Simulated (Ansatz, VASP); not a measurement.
**TeAs2: VASP beside Ansatz**

```
Te As
1.0
    -3.56598    3.56598    2.86988
     3.56598   -3.56598    2.86988
     3.56598    3.56598   -2.86988
Te As
2 4
Cartesian
  0.0000 3.5660 1.4349
  0.0000 0.0000 0.0000
  1.7830 0.0000 2.1524
  1.7830 3.5660 -0.7175
  3.5660 1.7830 0.7175
  0.0000 1.7830 3.5874
```

Alike in both runs: functional r2SCAN; k mesh 8 × 8 × 8; occupations gaussian, width 0.1 eV; no spin polarisation.

Ansatz relaxed the structure, and its values are those at the end. VASP's run is a single point on that final structure, the one shown.

|  | VASP | Ansatz |
| --- | --- | --- |
| version | VASP 6.6.1 | Ansatz 0.2.0 |
| potentials or method | VASP PAW PBE potentials, release 64 (Te, As), cutoff 520 eV | scalar-relativistic, plane waves, PAW |
| valence electrons in the cell | 32 | 92 |

|  | VASP | Ansatz | Ansatz less VASP |
| --- | --- | --- | --- |
| gap on the k mesh at the Fermi level (eV) | none | none | - |
| pressure (GPa) | 0.0 | 0.0 | +0.04 |

VASP's potentials were made for PBE, not for r2SCAN. A gap of «none» marks a metal or a gap that the smearing closes. VASP's potentials hold 32 valence electrons a cell and Ansatz's 92, so a difference there can come from the potentials and not from the codes.

Neither program's run includes spin-orbit coupling.
